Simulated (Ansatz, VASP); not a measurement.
## One calculation of SrB3Pt, two programs

File INCAR:

```
PREC = Accurate
ENCUT = 600
EDIFF = 1E-6
ISMEAR = -1
SIGMA = 0.05
LREAL = F
LASPH = T
NELM = 60
ALGO = Normal
ISIF = 3
LWAVE = F
LCHARG = F
LMAXMIX = 4
LDAU = T
LDAUTYPE = 2
LDAUL = -1 -1 2
LDAUU = 0 0 2
LDAUJ = 0 0 0
LDAUPRINT = 1
GGA = PE
IBRION = 2
NSW = 60
EDIFFG = -0.01
```

Contents of KPOINTS:

```
Automatic mesh
0
Gamma
  5 5 5
```

File POSCAR:

```
SrB3Pt
1.0
    4.5405600000      0.0000000000      0.0000000000
    0.0000000000      4.5405600000      0.0000000000
    0.0000000000      0.0000000000      4.5405600000
Sr B Pt
1 3 1
Direct
    0.0000000000      0.0000000000      0.0000000000
    0.5000000000      0.0000000000      0.0000000000
    0.0000000000      0.5000000000      0.0000000000
    0.0000000000      0.0000000000      0.5000000000
    0.5000000000      0.5000000000      0.5000000000
```

The input input.yaml:

```yaml
crystal:
  lattice:
    - [4.54056, 0.0, 0.0]
    - [0.0, 4.54056, 0.0]
    - [0.0, 0.0, 4.54056]
  atoms:
    - { symbol: Sr, position: [0.0, 0.0, 0.0] }
    - { symbol: B, position: [0.5, 0.0, 0.0] }
    - { symbol: B, position: [0.0, 0.5, 0.0] }
    - { symbol: B, position: [0.0, 0.0, 0.5] }
    - { symbol: Pt, position: [0.5, 0.5, 0.5] }
hamiltonian:
  xc: pbe
  pseudopotentials: { kind: paw }
  hubbard: { sites: [{ species: Pt, l: d, u_eff: 2.0 }] }
kpoints:
  mp_grid: { grid: [5, 5, 5] }
scf:
  occupations: { method: fermi_dirac, width: 0.05 }
output:
  forces: true
  stress: true
  eigenvalues: true
relax:
  f_tol: 0.01
  max_steps: 40
  cell: { stress_tol: 0.05 }
```

Alike in both runs: task relaxation of cell and atoms; functional PBE; k mesh 5 × 5 × 5; occupations fermi-dirac, width 0.05 eV; no spin polarisation; Hubbard terms Pt d U = 2 eV.

```csv
,VASP,Ansatz
version,VASP 6.6.1,Ansatz 0.2.0
potentials or method,"VASP PAW PBE potentials, release 64 (Sr_sv, B, Pt)",Ansatz PAW
plane-wave cutoff (eV),600,420
valence electrons in the cell,29,37
```

VASP gave:

| Item | Value |
| --- | --- |
| gap on the k mesh at the Fermi level, each at its own relaxed structure (eV) | none |
| relaxed volume (Å³/atom) | 20.18 |
| relaxed cell length with the largest relative difference (Å) | 4.656 |

Which values does Ansatz return?

gap on the k mesh at the Fermi level, each at its own relaxed structure (eV): none; relaxed volume (Å³/atom): 20.68; relaxed cell length with the largest relative difference (Å): 4.693.

The programs project onto different local orbitals, so the same U acts differently, and such runs can settle in different states. A gap of «none» marks a metal or a gap that the smearing closes. VASP's potentials hold 29 valence electrons a cell and Ansatz's 37, so a difference there can come from the potentials and not from the codes.

Neither program's run includes spin-orbit coupling. Noted on Ansatz's run: the plane-wave basis is chosen anew once the cell has moved, so the energies of steps on either side of that aren't comparable.
